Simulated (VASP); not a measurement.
Set up this calculation in VASP 6.6.1, as the native input.

- Task: single point
- Functional: PBE
- Potentials or basis: VASP PAW PBE potentials, release 64 (W_sv, C)
- Cutoff: 520 eV
- k mesh: 9 × 9 × 9
- Occupations: gaussian, width 0.1 eV
- Spin: no spin polarisation
- Dipole correction: no
- Further INCAR settings: ALGO = Normal; EDIFF = 1e-07; NBANDS = 18

The structure of WC2 lies in POSCAR:

```
WC2
1.0
    1.5653497000      0.9037550707      4.7141911045
   -1.5653497000      0.9037550707      4.7141911045
    0.0000000000     -1.8075101414      4.7141911045
W C
1 2
Direct
    0.0000000000      0.0000000000      0.0000000000
    0.7413005470      0.7413005470      0.7413005470
    0.2586994530      0.2586994530      0.2586994530
```

The input as run:

INCAR

```
SYSTEM = WC2
PREC = Accurate
ENCUT = 520
EDIFF = 1E-7
ISMEAR = 0
SIGMA = 0.1
LREAL = .FALSE.
LASPH = .TRUE.
NELM = 60
ALGO = Normal
ISIF = 2
LWAVE = .FALSE.
LCHARG = .FALSE.
GGA = PE
NBANDS = 18
```

KPOINTS

```
regular mesh
0
G
  9 9 9
  0 0 0
```

Potentials or basis: VASP PAW PBE potentials, release 64 (W_sv, C).

Run with:

```sh
$ cat potpaw_PBE.64/W_sv/POTCAR potpaw_PBE.64/C/POTCAR > POTCAR
$ mpirun -np 1 vasp_std > vasp.out
```

It gave:

- Pressure: 0.8 GPa
- Largest force: 0.060 eV/Å
- Band gap on the k mesh: zero (bands 11 and 12 overlap by 1.16 eV)

Caveat: spin-orbit coupling is left out, which moves the levels of the heavy elements.

It took 2.8 min on 1 thread of Intel(R) Xeon(R) Platinum 8259CL CPU @ 2.50GHz (Skylake/Cascade Lake), with other jobs on the host, peak memory 0.27 GiB.
